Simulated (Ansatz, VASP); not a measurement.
**Te2Mo in VASP and in Ansatz**

POSCAR

```
Te2Mo
1.0
    3.5872018318      0.0000000000      0.0000000000
   -1.7936009159      3.1066079149      0.0000000000
    0.0000000000      0.0000000000     14.2476617354
Te Mo
4 2
Direct
    0.6666666667      0.3333333333      0.3790000000
    0.3333333333      0.6666666667      0.8790000000
    0.6666666667      0.3333333333      0.1210000000
    0.3333333333      0.6666666667      0.6210000000
    0.6666666667      0.3333333333      0.7500000000
    0.3333333333      0.6666666667      0.2500000000
```

File INCAR.step1:

```
ALGO = Normal ; EDIFF = 1E-4
ENCUT = 520 ; GGA = PE
ISMEAR = -1 ; LASPH = T
LCHARG = F ; LREAL = F
LWAVE = T ; NBANDS = 35
NELM = 60 ; PREC = Accurate
SIGMA = 0.05
```

INCAR.step2

```
ALGO = Normal ; EDIFF = 1E-7
ENCUT = 520 ; ISIF = 2
ISMEAR = -1 ; ISTART = 1
IVDW = 13 ; LASPH = T
LCHARG = F ; LMIXTAU = T
LREAL = F ; LWAVE = F
METAGGA = R2SCAN ; NBANDS = 35
NELM = 60 ; PREC = Accurate
SIGMA = 0.05 ; VDW_A1 = 0.51559235
VDW_A2 = 5.77342911 ; VDW_S6 = 1.0
VDW_S8 = 0.6018749
```

KPOINTS

```
k-points
0
Gamma
  9 9 2
```

Contents of input.yaml:

```yaml
crystal:
  lattice:
    - [3.5872018318, 0.0, 0.0]
    - [-1.7936009159, 3.1066079149, 0.0]
    - [0.0, 0.0, 14.2476617354]
  atoms:
    - { symbol: Te, position: [0.6666666667, 0.3333333333, 0.379] }
    - { symbol: Te, position: [0.3333333333, 0.6666666667, 0.879] }
    - { symbol: Te, position: [0.6666666667, 0.3333333333, 0.121] }
    - { symbol: Te, position: [0.3333333333, 0.6666666667, 0.621] }
    - { symbol: Mo, position: [0.6666666667, 0.3333333333, 0.75] }
    - { symbol: Mo, position: [0.3333333333, 0.6666666667, 0.25] }
hamiltonian:
  xc: r2scan
  pseudopotentials: { kind: paw }
  dispersion: d4
kpoints:
  mp_grid: { grid: [9, 9, 2] }
scf:
  occupations: { method: fermi_dirac, width: 0.05 }
output:
  forces: true
  stress: true
  eigenvalues: true
```

Alike in both runs: task single point; functional r2SCAN; dispersion D4; k mesh 9 × 9 × 2; occupations fermi-dirac, width 0.05 eV; no spin polarisation.

|  | VASP | Ansatz |
| --- | --- | --- |
| version | VASP 6.6.1 | Ansatz 0.2.0 |
| potentials or method | VASP PAW PBE potentials, release 64 (Te, Mo_sv) | Ansatz PAW |
| plane-wave cutoff (eV) | 520 | 500 |
| valence electrons in the cell | 52 | 92 |

VASP gave:

```
gap on the k mesh at the Fermi level (eV)                     : 0.91
least direct gap on the mesh (eV)                             : 1.04
pressure (GPa)                                                : -4.2
traceless stress, the component that is largest in VASP (GPa) : -1.29
rms of the force components (eV/Å)                            : 0.374
```

Problem. What did Ansatz give for the same quantities?

Solution. gap on the k mesh at the Fermi level (eV): 0.91; least direct gap on the mesh (eV): 1.04; pressure (GPa): -4.3; traceless stress, the component that is largest in VASP (GPa): -1.34; rms of the force components (eV/Å): 0.384.

VASP's potentials were made for PBE, not for r2SCAN. Atom by atom the forces differ by 0.010 eV/Å (rms over components). VASP's potentials hold 52 valence electrons a cell and Ansatz's 92, so a difference there can come from the potentials and not from the codes.

Spin-orbit coupling is off throughout. Noted on Ansatz's run: odd divisions of the mesh miss points on the zone boundary, where band edges often lie, so the gap on the mesh can be too wide.
